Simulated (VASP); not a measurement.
# Al (Fd-3m) in VASP: a series of runs

Al is run at these levels: PBE; tasks: relaxation of cell and atoms.

All numbers are computed with VASP 6.6.1; they aren't measurements. Logs are shortened: lines on timing, memory, paths and dates and some standing lists are left out, and cuts for length are marked.

### 1 The cell of the first run

The structure is cubic, space group Fd-3m (No. 227). Conventional cell: a = 5.570 Å, b = 5.570 Å, c = 5.570 Å, α = 90.00°, β = 90.00°, γ = 90.00°. Within 3.2 Å of Al (site symmetry -43m) lie 4 Al at 2.41 Å.

### 2 Relaxation of cell and atoms, PBE, target pressure 5 GPa, at which the enthalpy is minimised

INCAR

```
PREC = Accurate
ENCUT = 600
EDIFF = 1E-6
ISMEAR = -1
SIGMA = 0.05
LREAL = False
LASPH = True
NELM = 100
ALGO = Normal
ISIF = 3
LWAVE = False
LCHARG = False
GGA = PE
IBRION = 2
NSW = 80
EDIFFG = -0.01
PSTRESS = 50.0
```

KPOINTS

```
regular mesh
0
Gamma
  7 7 7
```

POSCAR

```
Al
1.0
    0.0000000000      2.7850000000      2.7850000000
    2.7850000000      0.0000000000      2.7850000000
    2.7850000000      2.7850000000      0.0000000000
Al
2
Direct
    0.0000000000      0.0000000000      0.0000000000
    0.2500000000      0.2500000000      0.2500000000
```

Potentials or basis: VASP PAW PBE potentials, release 64 (Al).

The run is started by

```
$ cat potpaw_PBE.64/Al/POTCAR > POTCAR
$ mpirun -np 1 vasp_std > vasp.out
```

OUTCAR:

```text
PREC = Accurate
   ENCUT = 600
   EDIFF = 1E-6
   ISMEAR = -1
   LREAL = False
   LASPH = True
   NELM = 100
   ISIF = 3
   GGA = PE
   IBRION = 2
   NSW = 80
   EDIFFG = -0.01
   PSTRESS = 50.0

 ion  position               nearest neighbor table
   1  0.000  0.000  0.000-   2 2.41   2 2.41   2 2.41   2 2.41
   2  0.250  0.250  0.250-   1 2.41   1 2.41   1 2.41   1 2.41

  LATTYP: Found a face centered cubic cell.
 ALAT       =     5.5700000000

  Lattice vectors:

 A1 = (   0.0000000000,   2.7850000000,   2.7850000000)
 A2 = (   2.7850000000,   0.0000000000,   2.7850000000)
 A3 = (   2.7850000000,   2.7850000000,   0.0000000000)

Analysis of symmetry for initial positions (statically):
=====================================================================
 Subroutine PRICEL returns:
 Original cell was already a primitive cell.

 Routine SETGRP: Setting up the symmetry group for a
 face centered cubic supercell.

 Subroutine GETGRP returns: Found 48 space group operations
 (whereof 24 operations were pure point group operations)
 out of a pool of 48 trial point group operations.

The static configuration has the point symmetry T_d .
 The point group associated with its full space group is O_h .

Analysis of symmetry for dynamics (positions and initial velocities):
=====================================================================
 Subroutine PRICEL returns:
 Original cell was already a primitive cell.

 Routine SETGRP: Setting up the symmetry group for a
 face centered cubic supercell.

 Subroutine GETGRP returns: Found 48 space group operations
 (whereof 24 operations were pure point group operations)
 out of a pool of 48 trial point group operations.

The dynamic configuration has the point symmetry T_d .
 The point group associated with its full space group is O_h .

 Subroutine INISYM returns: Found 48 space group operations
 (whereof 24 operations are pure point group operations),
 and found     1 'primitive' translations

----------------------------------------------------------------------------------------

                                     Primitive cell

  volume of cell :      43.2022

  direct lattice vectors                    reciprocal lattice vectors
     0.000000000  2.785000000  2.785000000    -0.179533214  0.179533214  0.179533214
     2.785000000  0.000000000  2.785000000     0.179533214 -0.179533214  0.179533214
     2.785000000  2.785000000  0.000000000     0.179533214  0.179533214 -0.179533214

  length of vectors
     3.938584771  3.938584771  3.938584771     0.310960648  0.310960648  0.310960648

  position of ions in fractional coordinates (direct lattice)
     0.000000000  0.000000000  0.000000000
     0.250000000  0.250000000  0.250000000

  ion indices of the primitive-cell ions
   primitive index   ion index
                 1           1
                 2           2

----------------------------------------------------------------------------------------

 KPOINTS: regular mesh

Automatic generation of k-mesh.
 Grid dimensions read from file:
 generate k-points for:    7    7    7

 Generating k-lattice:

  Cartesian coordinates                     Fractional coordinates (reciprocal lattice)
    -0.025647602  0.025647602  0.025647602     0.142857143  0.000000000  0.000000000
     0.025647602 -0.025647602  0.025647602     0.000000000  0.142857143  0.000000000
     0.025647602  0.025647602 -0.025647602     0.000000000  0.000000000  0.142857143

  Length of vectors
     0.044422950  0.044422950  0.044422950

  Shift w.r.t. Gamma in fractional coordinates (k-lattice)
     0.000000000  0.000000000  0.000000000

 Subroutine IBZKPT returns following result:
 ===========================================

 Found     20 irreducible k-points:

 Following reciprocal coordinates:
            Coordinates               Weight
  0.000000  0.000000  0.000000      1.000000
  0.142857  0.000000  0.000000      8.000000
  0.285714  0.000000  0.000000      8.000000
  0.428571  0.000000  0.000000      8.000000
  0.142857  0.142857  0.000000      6.000000
  0.285714  0.142857  0.000000     24.000000
[... 12 lines left out ...]
 -0.428571  0.428571  0.142857     24.000000
 -0.285714  0.428571  0.142857     24.000000
   k-points           NKPTS =     20   k-points in BZ     NKDIM =     20   number of bands    NBANDS=      7
   number of dos      NEDOS =    301   number of ions     NIONS =      2
   total plane-waves  NPLWV =  32768
   dimension x,y,z NGX =    32 NGY =   32 NGZ =   32
   dimension x,y,z NGXF=    64 NGYF=   64 NGZF=   64
   ions per type =               2
   NGX,Y,Z   is equivalent  to a cutoff of  13.51, 13.51, 13.51 a.u.
   NGXF,Y,Z  is equivalent  to a cutoff of  27.01, 27.01, 27.01 a.u.
 SYSTEM =  unknown system
   PREC   = accura    normal or accurate (medium, high low for compatibility)
   ISTART =      0    job   : 0-new  1-cont  2-samecut
   ICHARG =      2    charge: 1-file 2-atom 10-const
   ISPIN  =      1    spin polarized calculation?
   LNONCOLLINEAR =      F non collinear calculations
   LSORBIT =      F    spin-orbit coupling
   LASPH  =      T    aspherical Exc in radial PAW
   ENCUT  =  600.0 eV  44.10 Ry    6.64 a.u.   7.87  7.87  7.87*2*pi/ulx,y,z
   NELM   =    100;   NELMIN=  2; NELMDL= -5     # of ELM steps
   EDIFF  = 0.1E-05   stopping-criterion for ELM
   LREAL  =      F    real-space projection
   EDIFFG = -.1E-01   stopping-criterion for IOM
   NSW    =     80    number of steps for IOM
   IBRION =      2    ionic relax: 0-MD 1-quasi-New 2-CG
   NFREE  =      1    steps in history (QN), initial steepest desc. (CG)
   ISIF   =      3    stress and relaxation
   ISYM   =      2    0-nonsym 1-usesym 2-fastsym
   POTIM  = 0.5000    time-step for ionic-motion
   TEBEG  =    0.0;   TEEND  =   0.0 temperature during run
   PSTRESS=   50.0 pullay stress
   NELECT =       6.0000    total number of electrons
   NUPDOWN=      -1.0000    fix difference up-down
   EMIN   =  10.00;   EMAX   =-10.00  energy-range for DOS
   EFERMI =   0.00;   METHOD = LEGACY
   ISMEAR =    -1;   SIGMA  =   0.05  broadening in eV -4-tet -1-fermi 0-gaus
   EFERMI_NEDOS =   21; number of points for ismear=-14 and -15
   IALGO  =     38    algorithm
   IMIX   =      4    mixing-type and parameters
     AMIX     =   0.40;   BMIX     =  1.00
     AMIX_MAG =   1.60;   BMIX_MAG =  1.00
  volume/ion in A,a.u.               =      21.60       145.77
  Fermi-wavevector in a.u.,A,eV,Ry     =   0.847793  1.602097  9.779238  0.718754
  Thomas-Fermi vector in A             =   1.963355
   LORBIT       =      0    0 simple, 1 ext, 2 COOP (PROOUT), +10 PAW based schemes
   GGA     = PE    functional components
   LHFCALC =     F    Hartree Fock is set to
   AEXX    =    0.0000 exact exchange contribution
   IVDW    =     0    specifies the selected vdW correction
   LEPSILON=     F    determine dielectric tensor
   LRPA    =     F    only Hartree local field effects (RPA)
 conjugate gradient relaxation of ions
 non-spin polarized calculation
  energy-cutoff  :      600.00
  volume of cell :       43.20
 maximum number of plane-waves:      1464
   NGX = 15   NGY = 15   NGZ = 15

--------------------------------------- Ionic step        1  -------------------------------------------

 number of electron       6.0000000 magnetization

 Free energy of the ion-electron system (eV)
  ---------------------------------------------------
  ext. energy  EPLUGINS =         0.00000000
  ---------------------------------------------------
  free energy    TOTEN  =        -5.52858116 eV

  energy without entropy =       -5.51280645  energy(sigma->0) =       -5.52069381

 E-fermi :   4.5140     XC(G=0):  -8.9786

 val. band max:        4.4523540435   @ k =  -0.4286   0.2857   0.1429
 cond. band min:       4.5236185876   @ k =   0.4286   0.2857   0.0000
 fundamental gap:      0.0712645441
 Fermi energy:         4.5139755086

 k-point     1 :       0.0000    0.0000    0.0000
  band No.  band energies     occupation
      1      -4.4453      2.00000
      2       7.1404      0.00000
      3       7.1404      0.00000
      4       7.1404      0.00000
      5       8.9872      0.00000
      6       8.9872      0.00000
      7       8.9872      0.00000

 k-point     2 :       0.1429    0.0000    0.0000
  band No.  band energies     occupation
      1      -4.1721      2.00000
      2       5.2406      0.00000
      3       6.7331      0.00000
      4       6.7331      0.00000
      5       9.3300      0.00000
      6       9.5669      0.00000
      7       9.5669      0.00000

 k-point     3 :       0.2857    0.0000    0.0000
  band No.  band energies     occupation
      1      -3.3719      2.00000
      2       2.6190      2.00000
      3       6.2326      0.00000
      4       6.2326      0.00000
      5       9.0938      0.00000
      6       9.6898      0.00000
      7       9.6898      0.00000
[... 219 lines left out ...]
 VOLUME and BASIS-vectors are now :
 -----------------------------------------------------------------------------
  energy-cutoff  :      600.00
  volume of cell :       52.41
      direct lattice vectors                 reciprocal lattice vectors
     0.000000000  2.970318798  2.970318798    -0.168332100  0.168332100  0.168332100
     2.970318798  0.000000000  2.970318798     0.168332100 -0.168332100  0.168332100
     2.970318798  2.970318798 -0.000000000     0.168332100  0.168332100 -0.168332100

 POSITION                                       TOTAL-FORCE (eV/Angst)
 -----------------------------------------------------------------------------------
      2.97032      5.94064      2.97032         0.000000      0.000000      0.000000
      1.48516      1.48516      1.48516        -0.000000     -0.000000     -0.000000
 -----------------------------------------------------------------------------------
    total drift:                               -0.000000     -0.000000      0.000000

  FREE ENERGIE OF THE ION-ELECTRON SYSTEM (eV)
  ---------------------------------------------------
  free  energy   TOTEN  =        -5.9783715658 eV

  energy  without entropy=       -5.9606414273  energy(sigma->0) =       -5.96950650

  enthalpy is  TOTEN    =        -4.3426905663 eV   P V=        1.6356809995

--------------------------------------- Ionic step        3  -------------------------------------------

 number of electron       6.0000000 magnetization

 Free energy of the ion-electron system (eV)
  ---------------------------------------------------
  ext. energy  EPLUGINS =         0.00000000
  ---------------------------------------------------
  free energy    TOTEN  =        -5.91696949 eV

  energy without entropy =       -5.90015920  energy(sigma->0) =       -5.90856434

 E-fermi :   3.4959     XC(G=0):  -8.4925

 val. band max:        3.4812780892   @ k =   0.4286   0.2857   0.0000
 cond. band min:       3.6536441413   @ k =  -0.4286   0.2857   0.0000
 fundamental gap:      0.1723660522
 Fermi energy:         3.4959496030

 k-point     1 :       0.0000    0.0000    0.0000
  band No.  band energies     occupation
      1      -4.8223      2.00000
      2       5.7981      0.00000
      3       5.7981      0.00000
      4       5.7981      0.00000
      5       7.6545      0.00000
      6       7.6545      0.00000
      7       7.6545      0.00000

 k-point     2 :       0.1429    0.0000    0.0000
  band No.  band energies     occupation
      1      -4.5781      2.00000
      2       4.0589      0.00003
      3       5.4415      0.00000
      4       5.4415      0.00000
      5       7.8054      0.00000
      6       8.1627      0.00000
      7       8.1627      0.00000

 k-point     3 :       0.2857    0.0000    0.0000
  band No.  band energies     occupation
      1      -3.8668      2.00000
      2       1.6747      2.00000
      3       4.9780      0.00000
      4       4.9780      0.00000
      5       7.4481      0.00000
      6       8.3800      0.00000
      7       8.3800      0.00000
[... 181 lines left out ...]
 VOLUME and BASIS-vectors are now :
 -----------------------------------------------------------------------------
  energy-cutoff  :      600.00
  volume of cell :       49.67
      direct lattice vectors                 reciprocal lattice vectors
     0.000000000  2.917557651  2.917557651    -0.171376219  0.171376219  0.171376219
     2.917557651  0.000000000  2.917557651     0.171376219 -0.171376219  0.171376219
     2.917557651  2.917557651 -0.000000000     0.171376219  0.171376219 -0.171376219

 POSITION                                       TOTAL-FORCE (eV/Angst)
 -----------------------------------------------------------------------------------
      0.00000      0.00000      0.00000        -0.000000     -0.000000     -0.000000
      1.45878      1.45878      1.45878         0.000000      0.000000      0.000000
 -----------------------------------------------------------------------------------
    total drift:                               -0.000000     -0.000000      0.000000

  FREE ENERGIE OF THE ION-ELECTRON SYSTEM (eV)
  ---------------------------------------------------
  free  energy   TOTEN  =        -5.9169694861 eV

  energy  without entropy=       -5.9001592024  energy(sigma->0) =       -5.90856434

  enthalpy is  TOTEN    =        -4.3669121715 eV   P V=        1.5500573146

 reached required accuracy - stopping structural energy minimisation
```

Wall time 17 s (1 thread of Intel Xeon 8259CL, shared host); peak memory 0.17 GiB.

What came out:

| Item | Value |
| --- | --- |
| Free energy | -5.9170 eV |
| Relaxed volume | 24.83 Å³/atom |
| Relaxed cell | a = 4.126 Å, b = 4.126 Å, c = 4.126 Å, α = 60.00°, β = 60.00°, γ = 60.00° |
| Space group after relaxing (to 0.05 Å) | Fd-3m (No. 227) |
| Energy change on relaxing (the enthalpy is what falls) | -194.2 meV/atom |
| Ionic steps | 3 |
| Pressure after relaxing | 5.0 GPa |
| Band gap on the k mesh | zero (band 3 reaches 5.80 eV, above the bottom of band 4 at 2.59 eV) |

The path:
```csv
step,energy change (eV),largest force (eV/Å),pressure (GPa),volume (Å³)
1,0.0000,0.0000,15.23,43.20
2,-0.4498,0.0000,2.25,52.41
3,-0.3884,0.0000,5.04,49.67
```

Final structure:
```yaml
crystal:
  lattice:
    - [0.00000, 2.91756, 2.91756]
    - [2.91756, 0.00000, 2.91756]
    - [2.91756, 2.91756, 0.00000]
  atoms:
    - { symbol: Al, position: [0.00000, 0.00000, 0.00000] }
    - { symbol: Al, position: [0.25000, 0.25000, 0.25000] }
```

Levels at points of the mesh, in eV from the Fermi level:
```csv
k point,band 1,band 2,band 3,band 4,band 5,band 6
"(0.00, 0.00, 0.00)",-8.32,2.30,2.30,2.30,4.16,4.16
```

Caveat: the cell is relaxed towards a set pressure, so the enthalpy falls and the energy may rise.

[end of part 1 of 2]
